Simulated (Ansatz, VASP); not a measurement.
SiC in VASP and in Ansatz

File INCAR:

```
SYSTEM = SiC
ALGO = Normal
EDIFF = 1E-6
ENCUT = 520
GGA = RE
ISIF = 2
ISMEAR = -1
IVDW = 12
LASPH = .True.
LCHARG = .False.
LREAL = .False.
LWAVE = .False.
NBANDS = 26
NELM = 100
PREC = Accurate
SIGMA = 0.05
```

The input KPOINTS:

```
k-points
0
Gamma
  10 10 3
  0 0 0
```

POSCAR

```
SiC
1.0
    3.0756941497      0.0000000000      0.0000000000
   -1.5378470748      2.6636292679      0.0000000000
    0.0000000000      0.0000000000     10.0706464800
Si C
4 4
Direct
    0.0000000000      0.0000000000      0.1878943800
    0.0000000000      0.0000000000      0.6878943800
    0.3333333333      0.6666666667      0.4378419800
    0.6666666667      0.3333333333      0.9378419800
    0.0000000000      0.0000000000      0.0004600500
    0.0000000000      0.0000000000      0.5004600500
    0.3333333333      0.6666666667      0.2498025900
    0.6666666667      0.3333333333      0.7498025900
```

The input input.yaml:

```yaml
crystal:
  lattice:
    - [3.0756941497, 0.0, 0.0]
    - [-1.5378470748, 2.6636292679, 0.0]
    - [0.0, 0.0, 10.07064648]
  atoms:
    - { symbol: Si, position: [0.0, 0.0, 0.18789438] }
    - { symbol: Si, position: [0.0, 0.0, 0.68789438] }
    - { symbol: Si, position: [0.3333333333, 0.6666666667, 0.43784198] }
    - { symbol: Si, position: [0.6666666667, 0.3333333333, 0.93784198] }
    - { symbol: C, position: [0.0, 0.0, 0.00046005] }
    - { symbol: C, position: [0.0, 0.0, 0.50046005] }
    - { symbol: C, position: [0.3333333333, 0.6666666667, 0.24980259] }
    - { symbol: C, position: [0.6666666667, 0.3333333333, 0.74980259] }
hamiltonian:
  xc: revpbe
  pseudopotentials: { kind: paw }
  dispersion: d3bj
kpoints:
  mp_grid: { grid: [10, 10, 3] }
scf:
  occupations: { method: fermi_dirac, width: 0.05 }
output:
  forces: true
  stress: true
  eigenvalues: true
  write_density: true
  write_potential: true
  elf: true
  volumetric_format: npy
```

Alike in both runs: task single point; functional revPBE; dispersion D3(BJ); k mesh 10 × 10 × 3; occupations fermi-dirac, width 0.05 eV; no spin polarisation.

|  | VASP | Ansatz |
| --- | --- | --- |
| version | VASP 6.6.1 | Ansatz 0.2.0 |
| potentials or method | VASP PAW PBE potentials, release 64 (Si, C) | Ansatz PAW |
| plane-wave cutoff (eV) | 520 | 420 |
| valence electrons in the cell | 32 | 32 |

```csv
,VASP,Ansatz,Ansatz less VASP
gap on the k mesh at the Fermi level (eV),2.23,2.24,+0.005
least direct gap on the mesh (eV),3.35,3.36,+0.011
pressure (GPa),-3.5,-3.1,+0.41
"traceless stress, the component that is largest in VASP (GPa)",-0.06,-0.06,0.000
rms of the force components (eV/Å),0.003,0.003,+0.0003
```

VASP's potentials were made for PBE, not for revPBE. Atom by atom the forces differ by 0.000 eV/Å (rms over components).

Noted on Ansatz's run: odd divisions of the mesh miss points on the zone boundary, where band edges often lie, so the gap on the mesh can be too wide.
